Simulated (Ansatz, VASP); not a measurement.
## One calculation of Hf, two programs

The input INCAR:

```
SYSTEM = Hf
PREC = Accurate
ENCUT = 520
EDIFF = 1E-6
ISMEAR = -1
SIGMA = 0.01
LREAL = .FALSE.
LASPH = .TRUE.
NELM = 100
ALGO = Normal
ISIF = 2
LWAVE = .FALSE.
LCHARG = .FALSE.
GGA = PE
NBANDS = 17
```

Contents of KPOINTS:

```
Automatic mesh
0
G
  11 11 6
  0 0 0
```

Contents of POSCAR:

```
Hf
1.0
    3.2045059552      0.0000000000      0.0000000000
   -1.6022529776      2.7751835638      0.0000000000
    0.0000000000      0.0000000000      5.0738215932
Hf
2
Direct
    0.3333333333      0.6666666667      0.2500000000
    0.6666666667      0.3333333333      0.7500000000
```

Input for Ansatz:

```yaml
crystal:
  lattice:
    - [3.2045059552, 0.0, 0.0]
    - [-1.6022529776, 2.7751835638, 0.0]
    - [0.0, 0.0, 5.0738215932]
  atoms:
    - { symbol: Hf, position: [0.3333333333, 0.6666666667, 0.25] }
    - { symbol: Hf, position: [0.6666666667, 0.3333333333, 0.75] }
hamiltonian:
  xc: pbe
  pseudopotentials:
    kind: paw
    azcp:
      Hf: "pseudopotentials/Hf.paw.azcp"
basis:
  ecutwfc: 420
  fft_grid_basis: typed
kpoints:
  mp_grid: { grid: [11, 11, 6], shift: [0, 0, 0] }
magnetization:
  spin_polarized: false
scf:
  occupations: { method: fermi_dirac, width: 0.01 }
  lower_state_search: "off"
output:
  stress: true
```

Alike in both runs: task single point; functional PBE; k mesh 11 × 11 × 6; occupations fermi-dirac, width 0.01 eV; no spin polarisation.

|  | VASP | Ansatz |
| --- | --- | --- |
| version | VASP 6.6.1 | Ansatz 0.2.0 |
| potentials or method | VASP PAW PBE potentials, release 64 (Hf_pv), cutoff 520 eV | plane waves (420 eV) with PAW, scalar-relativistic |
| valence electrons in the cell | 20 | 52 |

Ansatz gave:

| Property | Result |
| --- | --- |
| pressure (GPa) | 0.2 |
| traceless stress, the component that is largest in VASP (GPa) | 0.12 |

**Question.** What did VASP give for the same quantities?

**Answer.** Pressure (GPa): -0.3; traceless stress, the component that is largest in VASP (GPa): 0.05.

With one functional, cell and mesh, what is left measures potentials, basis and numerics. VASP's potentials hold 20 valence electrons a cell and Ansatz's 52, so a difference there can come from the potentials and not from the codes.

Spin-orbit coupling is off throughout.
